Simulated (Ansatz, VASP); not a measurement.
## One calculation of Si3IrRu, two programs

```
Si Ru Ir
1.0
     4.16568    0.00000    0.00000
     0.00000    4.16568    0.00000
     0.00000    0.00000    4.97026
Si Ru Ir
3 1 1
Direct
  0.50000 0.00000 0.07507
  0.00000 0.50000 0.07507
  0.00000 0.00000 0.77500
  0.00000 0.00000 0.31081
  0.50000 0.50000 0.31346
```

Alike in both runs: functional PBE; k mesh 4 × 4 × 4; occupations gaussian, width 0.2 eV; no spin polarisation.

Ansatz relaxed the structure, and its values are those at the end. VASP's run is a single point on that final structure, the one shown.

```csv
,VASP,Ansatz
version,VASP 6.6.1,Ansatz 0.2.0
potentials or method,"VASP PAW PBE potentials, release 64 (Si, Ru_pv, Ir), cutoff 500 eV","scalar-relativistic, plane waves, PAW"
valence electrons in the cell,35,45
```

```csv
,VASP,Ansatz,Ansatz less VASP
gap on the k mesh at the Fermi level (eV),none,none,-
pressure (GPa),0.3,0.1,-0.19
rms of the force components (eV/Å),0.024,0.005,-0.0188
```

A gap of «none» marks a metal or a gap that the smearing closes. VASP's potentials hold 35 valence electrons a cell and Ansatz's 45, so a difference there can come from the potentials and not from the codes.

The k mesh is coarse, so the values compare programs but aren't converged. Spin-orbit coupling is off throughout.
